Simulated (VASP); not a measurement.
Ni:

```
CELL_PARAMETERS angstrom
2.44802 0.00000 0.00000
-1.22401 2.12005 0.00000
0.00000 0.00000 4.07281
ATOMIC_POSITIONS crystal
Ni 0.33333 0.66667 0.25000
Ni 0.66667 0.33333 0.75000
```

Base run:

```yaml
Program: VASP 6.6.1
Functional: LDA
Potentials_or_basis: VASP PAW LDA potentials, release 64 (Ni)
Cutoff: 520 eV
k_mesh: 9 × 9 × 5
Occupations: fermi-dirac, width 0.15 eV
Spin: collinear spin, ferromagnetic start
Starting_moments: "[1.0, 1.0] μB"
```

Its results: pressure -10.5 GPa; net moment 0.88 μB per cell; site moments Ni +0.45 μB.

The run is repeated on the same cell with these changes: k mesh from 9 × 9 × 5 to 6 × 6 × 4. What comes out?

Pressure -10.5 GPa; net moment 1.00 μB per cell; site moments Ni +0.50 μB.

Caveats: some runs use coarse meshes.
